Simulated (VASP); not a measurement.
# Ba3Cd2As4 in VASP: a series of runs

Runs on Ba3Cd2As4. Level: PBE. Tasks: single point.

Program: VASP 6.6.1. These are calculated values, not measurements. Logs are shortened: lines on timing, memory, paths and dates and some standing lists are left out, and cuts for length are marked.

## 1. The cell of the first run

The cell holds a disordered packing, 9 atoms: a = 5.672 Å, b = 7.218 Å, c = 6.964 Å, α = 100.16°, β = 96.71°, γ = 93.04°.

## 2. Single point, PBE

The input, INCAR:

```
ALGO = Normal ; EDIFF = 1E-7
ENCUT = 520 ; GGA = PE
ISIF = 2 ; ISMEAR = -1
LASPH = True ; LCHARG = False
LREAL = False ; LWAVE = False
NBANDS = 47 ; NELM = 100
PREC = Accurate ; SIGMA = 0.1
```

The input, KPOINTS:

```
k-points
0
Gamma
  3 2 2
```

The input, POSCAR:

```
Ba3Cd2As4
1.0
    5.6225030000     -0.0459400000     -0.7428140000
   -0.4332780000      7.1609430000     -0.7960060000
    0.0930230000     -0.4605820000      6.9483990000
Ba Cd As
3 2 4
Direct
    0.1250242216      0.6775420128      0.8217106199
    0.5638097831      0.2945831919      0.8158113529
    0.3870875732      0.4454113295      0.3190166770
    0.3533841211      0.9264197282      0.2964106314
    0.9482601309      0.1026862100      0.1156407023
    0.9061846901      0.6552847183      0.3494760796
    0.8062778971      0.9834006634      0.5281702070
    0.9125757632      0.3251253268      0.4833931908
    0.6560192259      0.7762321309      0.0400786856
```

Potentials or basis: VASP PAW PBE potentials, release 64 (Ba_sv, Cd, As).

On the command line:

```console
$ cat potpaw_PBE.64/Ba_sv/POTCAR potpaw_PBE.64/Cd/POTCAR potpaw_PBE.64/As/POTCAR > POTCAR
$ mpirun -np 1 vasp_std > vasp.out
```

OUTCAR:

```text
EDIFF = 1E-7
   ENCUT = 520
   GGA = PE
   ISIF = 2
   ISMEAR = -1
   LASPH = True
   LREAL = False
   NELM = 100
   PREC = Accurate

 ion  position               nearest neighbor table
   1  0.125  0.678  0.822-   9 3.20   8 3.22   9 3.27   6 3.35   4 3.53   5 3.63   7 3.67   2 3.81
                             3 4.08   2 4.09   3 4.26
   2  0.564  0.295  0.816-   7 3.21   8 3.24   5 3.36   9 3.54   3 3.75   1 3.81   3 3.85   1 4.09
                             4 4.10
   3  0.387  0.445  0.319-   8 3.18   6 3.20   6 3.21   8 3.28   5 3.41   4 3.52   9 3.71   4 3.72
                             2 3.75   2 3.85   1 4.08   1 4.26
   4  0.353  0.926  0.296-   9 2.75   7 2.84   5 2.95   6 3.22   3 3.52   1 3.53   3 3.72   2 4.10

   5  0.948  0.103  0.116-   9 2.74   8 2.81   4 2.95   7 3.31   2 3.36   3 3.41   1 3.63
   6  0.906  0.655  0.349-   7 2.60   8 2.71   9 2.74   3 3.20   3 3.21   4 3.22   1 3.35
   7  0.806  0.983  0.528-   8 2.59   6 2.60   4 2.84   2 3.21   5 3.31   1 3.67
   8  0.913  0.325  0.483-   7 2.59   6 2.71   5 2.81   3 3.18   1 3.22   2 3.24   3 3.28
   9  0.656  0.776  0.040-   6 2.74   5 2.74   4 2.75   1 3.20   1 3.27   2 3.54   3 3.71

  LATTYP: Found a triclinic cell.
 ALAT       =    13.1175823898
 B/A-ratio  =     0.4323620671
 C/A-ratio  =     1.3035287184
 COS(alpha) =     0.0027799385
 COS(beta)  =     0.5065085248
 COS(gamma) =     0.8355052494

  Lattice vectors:

 A1 = (  10.8117280000,   7.0690630000,  -2.2816340000)
 A2 = (   5.6225030000,  -0.0459400000,  -0.7428140000)
 A3 = (  -0.9595790000,  14.7824680000,  -8.5404110000)

Analysis of symmetry for initial positions (statically):
=====================================================================
 Subroutine PRICEL returns:
 Original cell was already a primitive cell.

 Routine SETGRP: Setting up the symmetry group for a
 triclinic supercell.

 Subroutine GETGRP returns: Found  1 space group operations
 (whereof  1 operations were pure point group operations)
 out of a pool of  2 trial point group operations.

The static configuration has the point symmetry C_1 .

Analysis of symmetry for dynamics (positions and initial velocities):
=====================================================================
 Subroutine PRICEL returns:
 Original cell was already a primitive cell.

 Routine SETGRP: Setting up the symmetry group for a
 triclinic supercell.

 Subroutine GETGRP returns: Found  1 space group operations
 (whereof  1 operations were pure point group operations)
 out of a pool of  2 trial point group operations.

The dynamic configuration has the point symmetry C_1 .

 Subroutine INISYM returns: Found  1 space group operations
 (whereof  1 operations are pure point group operations),
 and found     1 'primitive' translations

----------------------------------------------------------------------------------------

                                     Primitive cell

  volume of cell :     277.9097

  direct lattice vectors                    reciprocal lattice vectors
     5.622503000 -0.045940000 -0.742814000     0.177721265  0.010566531 -0.001678863
    -0.433278000  7.160943000 -0.796006000     0.002379680  0.140824495  0.009302843
     0.093023000 -0.460582000  6.948399000     0.019271790  0.017262410  0.144804297

  length of vectors
     5.671545037  7.218064839  6.964268642     0.178043023  0.141151494  0.147097509

  position of ions in fractional coordinates (direct lattice)
     0.125024222  0.677542013  0.821710620
     0.563809783  0.294583192  0.815811353
     0.387087573  0.445411329  0.319016677
     0.353384121  0.926419728  0.296410631
     0.948260131  0.102686210  0.115640702
     0.906184690  0.655284718  0.349476080
     0.806277897  0.983400663  0.528170207
     0.912575763  0.325125327  0.483393191
     0.656019226  0.776232131  0.040078686

  ion indices of the primitive-cell ions
   primitive index   ion index
                 1           1
                 2           2
                 3           3
                 4           4
                 5           5
                 6           6
                 7           7
                 8           8
                 9           9

----------------------------------------------------------------------------------------

 KPOINTS: k-points

Automatic generation of k-mesh.
 Grid dimensions read from file:
 generate k-points for:    3    2    2

 Generating k-lattice:

  Cartesian coordinates                     Fractional coordinates (reciprocal lattice)
     0.059240422  0.003522177 -0.000559621     0.333333333  0.000000000  0.000000000
     0.001189840  0.070412247  0.004651421     0.000000000  0.500000000  0.000000000
     0.009635895  0.008631205  0.072402149     0.000000000  0.000000000  0.500000000

  Length of vectors
     0.059347674  0.070575747  0.073548755

  Shift w.r.t. Gamma in fractional coordinates (k-lattice)
     0.000000000  0.000000000  0.000000000

 Subroutine IBZKPT returns following result:
 ===========================================

 Found      8 irreducible k-points:

 Following reciprocal coordinates:
            Coordinates               Weight
  0.000000  0.000000  0.000000      1.000000
  0.333333 -0.000000 -0.000000      2.000000
  0.000000  0.500000  0.000000      1.000000
  0.333333  0.500000 -0.000000      2.000000
  0.000000 -0.000000  0.500000      1.000000
  0.333333  0.000000  0.500000      2.000000
 -0.000000  0.500000  0.500000      1.000000
  0.333333  0.500000  0.500000      2.000000
   k-points           NKPTS =      8   k-points in BZ     NKDIM =      8   number of bands    NBANDS=     47
   number of dos      NEDOS =    301   number of ions     NIONS =      9
   total plane-waves  NPLWV = 122472
   dimension x,y,z NGX =    42 NGY =   54 NGZ =   54
   dimension x,y,z NGXF=    84 NGYF=  108 NGZF=  108
   ions per type =               3   2   4
   NGX,Y,Z   is equivalent  to a cutoff of  12.31, 12.44, 12.89 a.u.
   NGXF,Y,Z  is equivalent  to a cutoff of  24.62, 24.87, 25.78 a.u.
 SYSTEM =  unknown system
   PREC   = accura    normal or accurate (medium, high low for compatibility)
   ISTART =      0    job   : 0-new  1-cont  2-samecut
   ICHARG =      2    charge: 1-file 2-atom 10-const
   ISPIN  =      1    spin polarized calculation?
   LNONCOLLINEAR =      F non collinear calculations
   LSORBIT =      F    spin-orbit coupling
   LASPH  =      T    aspherical Exc in radial PAW
   ENCUT  =  520.0 eV  38.22 Ry    6.18 a.u.  10.55 13.42 12.95*2*pi/ulx,y,z
   NELM   =    100;   NELMIN=  2; NELMDL= -5     # of ELM steps
   EDIFF  = 0.1E-06   stopping-criterion for ELM
   LREAL  =      F    real-space projection
   EDIFFG = 0.1E-05   stopping-criterion for IOM
   NSW    =      0    number of steps for IOM
   IBRION =     -1    ionic relax: 0-MD 1-quasi-New 2-CG
   NFREE  =      0    steps in history (QN), initial steepest desc. (CG)
   ISIF   =      2    stress and relaxation
   ISYM   =      2    0-nonsym 1-usesym 2-fastsym
   POTIM  = 0.5000    time-step for ionic-motion
   TEBEG  =    0.0;   TEEND  =   0.0 temperature during run
   PSTRESS=    0.0 pullay stress
   NELECT =      74.0000    total number of electrons
   NUPDOWN=      -1.0000    fix difference up-down
   EMIN   =  10.00;   EMAX   =-10.00  energy-range for DOS
   EFERMI =   0.00;   METHOD = LEGACY
   ISMEAR =    -1;   SIGMA  =   0.10  broadening in eV -4-tet -1-fermi 0-gaus
   EFERMI_NEDOS =   21; number of points for ismear=-14 and -15
   IALGO  =     38    algorithm
   IMIX   =      4    mixing-type and parameters
     AMIX     =   0.40;   BMIX     =  1.00
     AMIX_MAG =   1.60;   BMIX_MAG =  1.00
  volume/ion in A,a.u.               =      30.88       208.38
  Fermi-wavevector in a.u.,A,eV,Ry     =   1.053216  1.990290 15.092456  1.109264
  Thomas-Fermi vector in A             =   2.188329
   LORBIT       =      0    0 simple, 1 ext, 2 COOP (PROOUT), +10 PAW based schemes
   GGA     = PE    functional components
   LHFCALC =     F    Hartree Fock is set to
   AEXX    =    0.0000 exact exchange contribution
   IVDW    =     0    specifies the selected vdW correction
   LEPSILON=     F    determine dielectric tensor
   LRPA    =     F    only Hartree local field effects (RPA)
 non-spin polarized calculation
  energy-cutoff  :      520.00
  volume of cell :      277.91
 maximum number of plane-waves:      7508
 NGX is ok and might be reduce to    42
   NGX = 21   NGY = 27   NGZ = 25

 number of electron      74.0000009 magnetization

 Free energy of the ion-electron system (eV)
  ---------------------------------------------------
  ext. energy  EPLUGINS =         0.00000000
  ---------------------------------------------------
  free energy    TOTEN  =       -28.43390536 eV

  energy without entropy =      -28.22284254  energy(sigma->0) =      -28.32837395

 E-fermi :   3.3245     XC(G=0):  -9.0946

 val. band max:        3.3078930260   @ k =   0.0000   0.5000   0.0000
 cond. band min:       3.3304680564   @ k =   0.3333   0.5000  -0.0000
 fundamental gap:      0.0225750304
 Fermi energy:         3.3244909130

 k-point     1 :       0.0000    0.0000    0.0000
  band No.  band energies     occupation
      1     -25.5147      2.00000
      2     -25.0754      2.00000
      3     -24.8819      2.00000
      4     -11.1937      2.00000
      5     -10.9237      2.00000
      6     -10.7767      2.00000
[... 39 lines left out ...]
     46       5.7394      0.00000
     47       6.2019      0.00000

 k-point     2 :       0.3333   -0.0000   -0.0000
  band No.  band energies     occupation
      1     -25.5124      2.00000
      2     -25.0765      2.00000
      3     -24.8806      2.00000
      4     -11.1492      2.00000
      5     -10.9688      2.00000
      6     -10.9017      2.00000
[... 292 lines left out ...]
 k-point     8 :       0.3333    0.5000    0.5000
  band No.  band energies     occupation
      1     -25.5088      2.00000
      2     -25.0754      2.00000
      3     -24.8860      2.00000
      4     -11.1261      2.00000
      5     -10.9888      2.00000
      6     -10.8315      2.00000
[... 39 lines left out ...]
     46       5.8099      0.00000
     47       5.9862      0.00000

------------------------ aborting loop because EDIFF is reached ----------------------------------------

  FORCE on cell =-STRESS in cart. coord.  units (eV):
  Direction    XX          YY          ZZ          XY          YZ          ZX
  --------------------------------------------------------------------------------------
  -------------------------------------------------------------------------------------
  Total        3.7829587      5.1349062      6.8126845     -2.1412329      0.1462697     -0.4328673
  in kB       21.8091367     29.6032499     39.2758107    -12.3444229      0.8432595     -2.4955237
  external PRESSURE =      30.2293991 kB  Pullay stress =       0.0000000 kB

 VOLUME and BASIS-vectors are now :
 -----------------------------------------------------------------------------
  energy-cutoff  :      520.00
  volume of cell :      277.91
      direct lattice vectors                 reciprocal lattice vectors
     5.622503000 -0.045940000 -0.742814000     0.177721265  0.010566531 -0.001678863
    -0.433278000  7.160943000 -0.796006000     0.002379680  0.140824495  0.009302843
     0.093023000 -0.460582000  6.948399000     0.019271790  0.017262410  0.144804297

 POSITION                                       TOTAL-FORCE (eV/Angst)
 -----------------------------------------------------------------------------------
      0.48582      4.46763      5.07738        -0.717146      0.976241      0.118882
      3.11828      1.70784      5.01529        -0.074271     -0.667424     -0.059557
      2.01309      3.02485      1.57457         0.413043     -0.063842     -0.218483
      1.61308      6.48128      1.05965        -0.072270      0.528097      0.176781
      5.29786      0.63851      0.01740         0.434335     -0.080409     -0.129307
      4.84361      4.48986      1.23356        -0.221258      0.833200     -0.854945
      4.15635      6.76177      2.28823        -0.014750     -0.410375      0.881120
      5.03506      2.06364      2.42213         0.212955     -0.372391      0.393207
      3.35587      5.50996     -0.82670         0.039363     -0.743099     -0.307699
 -----------------------------------------------------------------------------------
    total drift:                               -0.000201     -0.000872     -0.000107

  FREE ENERGIE OF THE ION-ELECTRON SYSTEM (eV)
  ---------------------------------------------------
  free  energy   TOTEN  =       -28.4339053591 eV

  energy  without entropy=      -28.2228425383  energy(sigma->0) =      -28.32837395
```

Wall time 81 s (1 thread of AMD EPYC 9R45 (Zen 5), shared host); peak memory 0.36 GiB.

Results:

| Property | Result |
| --- | --- |
| Free energy | -28.4339 eV |
| Pressure | 3.0 GPa |
| Largest force | 1.217 eV/Å |
| Band gap on the k mesh | zero (bands 37 and 38 overlap by 0.02 eV) |

Forces on the atoms (eV/Å):
```
Ba  -0.717  0.976  0.119
Ba  -0.074 -0.667 -0.060
Ba   0.413 -0.064 -0.218
Cd  -0.072  0.528  0.177
Cd   0.434 -0.080 -0.129
As  -0.221  0.833 -0.855
As  -0.015 -0.410  0.881
As   0.213 -0.372  0.393
As   0.039 -0.743 -0.308
```

Levels at points of the mesh, in eV from the Fermi level:
```csv
k point,band 34,band 35,band 36,band 37,band 38,band 39,band 40,band 41
"(0.00, 0.00, 0.00)",-1.56,-1.51,-0.55,-0.06,0.18,0.30,0.88,1.05
"(0.00, 0.50, 0.00)",-1.72,-1.43,-0.81,-0.25,-0.02,0.49,0.81,1.11
"(0.00, 0.00, 0.50)",-1.34,-1.11,-0.81,-0.36,0.27,0.29,0.50,1.08
"(0.00, 0.50, 0.50)",-1.57,-1.10,-0.94,-0.53,0.13,0.33,0.72,0.99
```

Caveat: the k points lie up to 0.46 Å⁻¹ apart; spin-orbit coupling is left out, which moves the levels of the heavy elements.

## 3. Single point, PBE

The input, INCAR:

```
PREC = Accurate
ENCUT = 520
EDIFF = 1E-6
ISMEAR = -1
SIGMA = 0.1
LREAL = False
LASPH = True
NELM = 60
ALGO = Normal
ISIF = 2
LWAVE = False
LCHARG = False
GGA = PE
NBANDS = 47
```

The input, KPOINTS:

```
Automatic mesh
0
Gamma
  3 2 2
```

The input, POSCAR:

```
Ba3Cd2As4
1.0
    5.6212740000     -0.0459300000     -0.7426520000
   -0.4331830000      7.1593770000     -0.7958310000
    0.0930020000     -0.4604810000      6.9468790000
Ba Cd As
3 2 4
Direct
    0.1276639221      0.6806071228      0.8221172579
    0.5648178773      0.2956838992      0.8181779961
    0.3853318843      0.4473589921      0.3163287641
    0.3533831099      0.9245066453      0.2953514408
    0.9462585338      0.0976891024      0.1124681758
    0.9010650578      0.6588549699      0.3443924929
    0.8142761125      0.9835804674      0.5317541317
    0.9170742043      0.3231166255      0.4850352538
    0.6531519580      0.7756928460      0.0410510995
```

Potentials or basis: VASP PAW PBE potentials, release 64 (Ba_sv, Cd, As).

On the command line:

```console
$ cat potpaw_PBE.64/Ba_sv/POTCAR potpaw_PBE.64/Cd/POTCAR potpaw_PBE.64/As/POTCAR > POTCAR
$ mpirun -np 1 vasp_std > vasp.out
```

Wall time 69 s (1 thread of AMD EPYC 9R45 (Zen 5), shared host); peak memory 0.36 GiB.

It converged, with:

- Free energy: -28.5007 eV
- Pressure: 3.0 GPa
- Largest force: 1.207 eV/Å
- Band gap on the k mesh: zero (bands 37 and 38 overlap by 0.04 eV)

Forces in eV/Å, atoms in the order of the input:
```
Ba  -0.811  0.894  0.019
Ba  -0.072 -0.652 -0.176
Ba   0.393 -0.195 -0.148
Cd  -0.058  0.634  0.291
Cd   0.489  0.095 -0.069
As  -0.086  0.720 -0.809
As  -0.109 -0.331  0.946
As   0.129 -0.339  0.336
As   0.124 -0.825 -0.391
```

Stress tensor (GPa, compression positive):
```
 2.10 -1.23 -0.38
-1.23  2.93  0.06
-0.38  0.06  3.97
```

Levels at points of the mesh, in eV from the Fermi level:
| k point | band 33 | band 34 | band 35 | band 36 | band 37 | band 38 | band 39 | band 40 | band 41 | band 42 |
| --- | --- | --- | --- | --- | --- | --- | --- | --- | --- | --- |
| (0.00, 0.00, 0.00) | -2.29 | -1.57 | -1.49 | -0.61 | -0.04 | 0.19 | 0.34 | 0.83 | 1.06 | 1.54 |
| (0.00, 0.50, 0.00) | -2.19 | -1.72 | -1.50 | -0.81 | -0.25 | -0.04 | 0.50 | 0.77 | 1.09 | 1.30 |
| (0.00, 0.00, 0.50) | -1.92 | -1.38 | -1.08 | -0.83 | -0.35 | 0.28 | 0.34 | 0.46 | 1.08 | 1.24 |
| (0.00, 0.50, 0.50) | -2.19 | -1.59 | -1.14 | -0.93 | -0.52 | 0.07 | 0.32 | 0.69 | 0.95 | 1.20 |

Caveat: the k points lie up to 0.46 Å⁻¹ apart; spin-orbit coupling is left out, which moves the levels of the heavy elements.

[end of part 1 of 2]
